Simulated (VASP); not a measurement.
Wanted: the native input for a VASP 6.6.1 run.

- Task: single point
- Functional: PBEsol
- Potentials or basis: VASP PAW PBE potentials, release 64 (Mg)
- Cutoff: 520 eV
- k mesh: 18 × 18 × 10
- Occupations: gaussian, width 0.15 eV
- Spin: no spin polarisation
- Dipole correction: no
- Further INCAR settings: ALGO = Fast; EDIFF = 1e-06; NBANDS = 9

The structure of Mg lies in POSCAR:

```
Mg
1.0
    3.2092715325      0.0000000000      0.0000000000
   -1.6046357662      2.7793106748      0.0000000000
    0.0000000000      0.0000000000      4.7935036000
Mg
2
Direct
    0.3333333333      0.6666666667      0.2500000000
    0.6666666667      0.3333333333      0.7500000000
```

This cell differs from its parent crystal: strain +0.000 along x and y, -0.080 along z.

The input as run:

INCAR

```
SYSTEM = Mg
ALGO = Fast
EDIFF = 1E-6
ENCUT = 520
GGA = PS
ISIF = 2
ISMEAR = 0
LASPH = .True.
LCHARG = .True.
LELF = .True.
LREAL = .False.
LVHAR = .True.
LWAVE = .False.
NBANDS = 9
NELM = 60
PREC = Accurate
SIGMA = 0.15
```

KPOINTS

```
k-points
0
Gamma
  18 18 10
  0 0 0
```

Potentials or basis: VASP PAW PBE potentials, release 64 (Mg).

Run with:

```console
$ cat potpaw_PBE.64/Mg/POTCAR > POTCAR
$ mpirun -np 1 vasp_std > vasp.out
```

Results of the run:

The pressure is 2.4 GPa and the band gap on the k mesh is zero (bands 2 and 3 overlap by 2.16 eV).

Caveat: the cell differs from its parent crystal (strain +0.000 along x and y, -0.080 along z); the PAW data sets were made with another functional, which shifts forces and pressure a little.

Wall time 38 s on 1 thread of AMD EPYC 9R45 96-Core Processor (Zen 5) (shared host), peak memory 0.18 GiB.
